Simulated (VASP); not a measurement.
# Al (P6_3/mmc) in VASP: a series of runs, part 2 of 2

VASP 6.6.1.

### 3 Single point, PBE+D3(BJ)

This run uses another cell than the first one, of 15.85 Å³/atom, 1.136 times its volume.

INCAR

```
SYSTEM = Al
PREC = Accurate
ENCUT = 520
EDIFF = 1E-6
ISMEAR = 0
SIGMA = 0.1
LREAL = .FALSE.
LASPH = .TRUE.
NELM = 100
ALGO = Normal
ISIF = 2
LWAVE = .FALSE.
LCHARG = .TRUE.
GGA = PE
IVDW = 12
LELF = .TRUE.
LVHAR = .TRUE.
NBANDS = 14
```

KPOINTS

```
Automatic mesh
0
G
  18 18 6
  0 0 0
```

POSCAR

```
Al
1.0
    2.8147782369      0.0000000000      0.0000000000
   -1.4073891184      2.4376694591      0.0000000000
    0.0000000000      0.0000000000      9.2417962387
Al
4
Direct
    0.0000000000      0.0000000000      0.0000000000
    0.3333333333      0.6666666667      0.2500000000
    0.0000000000      0.0000000000      0.5000000000
    0.6666666667      0.3333333333      0.7500000000
```

Potentials or basis: VASP PAW PBE potentials, release 64 (Al).

The run is started by

```console
> cat potpaw_PBE.64/Al/POTCAR > POTCAR
> mpirun -np 1 vasp_std > vasp.out
```

OUTCAR:

```text
SYSTEM = Al
   PREC = Accurate
   ENCUT = 520
   EDIFF = 1E-6
   ISMEAR = 0
   LREAL = .FALSE.
   LASPH = .TRUE.
   NELM = 100
   ISIF = 2
   GGA = PE
   IVDW = 12
 IVDW          = 12

 ion  position               nearest neighbor table
   1  0.000  0.000  0.000-   2 2.82   4 2.82   2 2.82   4 2.82   4 2.82   2 2.82
   2  0.333  0.667  0.250-   1 2.82   3 2.82   1 2.82   3 2.82   1 2.82   3 2.82
   3  0.000  0.000  0.500-   2 2.82   4 2.82   2 2.82   4 2.82   4 2.82   2 2.82
   4  0.667  0.333  0.750-   1 2.82   3 2.82   1 2.82   3 2.82   1 2.82   3 2.82

  LATTYP: Found a hexagonal cell.
 ALAT       =     2.8147782369
 C/A-ratio  =     3.2833123823

  Lattice vectors:

 A1 = (   2.8147782369,   0.0000000000,   0.0000000000)
 A2 = (  -1.4073891184,   2.4376694591,   0.0000000000)
 A3 = (   0.0000000000,   0.0000000000,   9.2417962387)

Analysis of symmetry for initial positions (statically):
=====================================================================
 Subroutine PRICEL returns:
 Original cell was already a primitive cell.

 Routine SETGRP: Setting up the symmetry group for a
 hexagonal supercell.

 Subroutine GETGRP returns: Found 24 space group operations
 (whereof 12 operations were pure point group operations)
 out of a pool of 24 trial point group operations.

The static configuration has the point symmetry D_3d.
 The point group associated with its full space group is D_6h.

Analysis of symmetry for dynamics (positions and initial velocities):
=====================================================================
 Subroutine PRICEL returns:
 Original cell was already a primitive cell.

 Routine SETGRP: Setting up the symmetry group for a
 hexagonal supercell.

 Subroutine GETGRP returns: Found 24 space group operations
 (whereof 12 operations were pure point group operations)
 out of a pool of 24 trial point group operations.

The dynamic configuration has the point symmetry D_3d.
 The point group associated with its full space group is D_6h.

[... 134 lines left out ...]
 Gauss-broadening in eV      SIGMA  =   0.10
  energy-cutoff  :      520.00
  volume of cell :       63.41
 maximum number of plane-waves:      1728
 NGX is ok and might be reduce to    24
   NGX = 11   NGY = 11   NGZ = 35

 number of electron      12.0000000 magnetization

 Free energy of the ion-electron system (eV)
  ---------------------------------------------------
  ext. energy  EPLUGINS =         0.00000000
  ---------------------------------------------------
  free energy    TOTEN  =       -14.90748196 eV

  energy without entropy =      -14.89996817  energy(sigma->0) =      -14.90372506

 E-fermi :   8.4148     XC(G=0): -10.3430

 val. band max:        8.3776255868   @ k =   0.3889   0.0556   0.0000
 cond. band min:       8.4228546317   @ k =   0.3889   0.1667   0.1667
 fundamental gap:      0.0452290448
 Fermi energy:         8.4148426287

 k-point     1 :       0.0000    0.0000    0.0000
  band No.  band energies     occupation
      1      -2.9913      2.00000
      2      -1.2725      2.00000
      3      -1.2655      2.00000
      4       3.6415      2.00000
      5       3.9221      2.00000
      6      11.8405      0.00000
      7      11.8527      0.00000
      8      19.4878      0.00000
      9      19.4878      0.00000
     10      19.6272      0.00000
     11      19.6272      0.00000
     12      20.5740      0.00000
     13      20.5771      0.00000
     14      20.7250      0.00000
[... 377 lines left out ...]
      1       2.0608      2.00000
      2       3.6923      2.00000
      3       3.6991      2.00000
      4       4.6796      2.00000
      5       6.3632      2.00000
      6       6.3862      2.00000
      7       8.4574      0.54735
      8       8.9209      0.00000
      9      10.7952      0.00000
     10      11.0073      0.00000
     11      12.0862      0.00000
     12      12.8477      0.00000
     13      13.1365      0.00000
     14      16.5697      0.00000

 [... further k-points ...]

------------------------ aborting loop because EDIFF is reached ----------------------------------------

 Edisp (eV)   -1.40233

 E8    (eV) :    -0.6274

  FORCE on cell =-STRESS in cart. coord.  units (eV):
  Direction    XX          YY          ZZ          XY          YZ          ZX
  --------------------------------------------------------------------------------------
  -------------------------------------------------------------------------------------
  Total      -0.02006    -0.02006    -0.00242    -0.00000     0.00000     0.00000
  in kB      -0.50672    -0.50672    -0.06125    -0.00000     0.00000     0.00000
  external pressure =       -0.36 kB  Pullay stress =        0.00 kB

 VOLUME and BASIS-vectors are now :
 -----------------------------------------------------------------------------
  energy-cutoff  :      520.00
  volume of cell :       63.41
      direct lattice vectors                 reciprocal lattice vectors
     2.814778237  0.000000000  0.000000000     0.355267775  0.205113945  0.000000000
    -1.407389118  2.437669459  0.000000000     0.000000000  0.410227891  0.000000000
     0.000000000  0.000000000  9.241796239     0.000000000  0.000000000  0.108204074

 POSITION                                       TOTAL-FORCE (eV/Angst)
 -----------------------------------------------------------------------------------
      0.00000      0.00000      0.00000        -0.000000      0.000000      0.000000
     -0.00000      1.62511      2.31045         0.000000     -0.000000     -0.000000
      0.00000      0.00000      4.62090        -0.000000      0.000000      0.000000
      1.40739      0.81256      6.93135        -0.000000      0.000000     -0.000000
 -----------------------------------------------------------------------------------
    total drift:                               -0.000000      0.000000      0.000000

  FREE ENERGIE OF THE ION-ELECTRON SYSTEM (eV)
  ---------------------------------------------------
  free  energy   TOTEN  =       -16.3098120749 eV

  energy  without entropy=      -16.3022982796  energy(sigma->0) =      -16.30605518
```

Run time: 46 s. Hardware: 1 thread of Intel Xeon 6975P-C (Granite Rapids), shared host; peak memory 0.25 GiB.

What came out:

| Property | Result |
| --- | --- |
| Free energy | -16.3098 eV |
| Pressure | 0.0 GPa |
| Band gap on the k mesh | zero (band 6 reaches 12.36 eV, above the bottom of band 7 at 6.85 eV) |
| Dispersion energy per atom | -0.351 eV |

Levels at points of the mesh, in eV from the Fermi level:
| k point | band 2 | band 3 | band 4 | band 5 | band 6 | band 7 | band 8 | band 9 | band 10 | band 11 |
| --- | --- | --- | --- | --- | --- | --- | --- | --- | --- | --- |
| (0.00, 0.00, 0.00) | -9.69 | -9.68 | -4.77 | -4.49 | 3.43 | 3.44 | 11.07 | 11.07 | 11.21 | 11.21 |
| (0.50, 0.00, 0.00) | -5.29 | -4.01 | -3.96 | -3.35 | -3.28 | 0.82 | 1.26 | 1.35 | 1.69 | 5.86 |
| (0.00, 0.00, 0.50) | -10.97 | -7.56 | -7.56 | -0.95 | -0.95 | 8.38 | 8.38 | 11.40 | 11.40 | 11.40 |
| (0.50, 0.00, 0.50) | -4.96 | -4.88 | -4.88 | -1.89 | -1.89 | -1.21 | -1.21 | 4.66 | 4.66 | 4.76 |

Caveat: pairwise dispersion overbinds metals, which lowers pressure and volume.
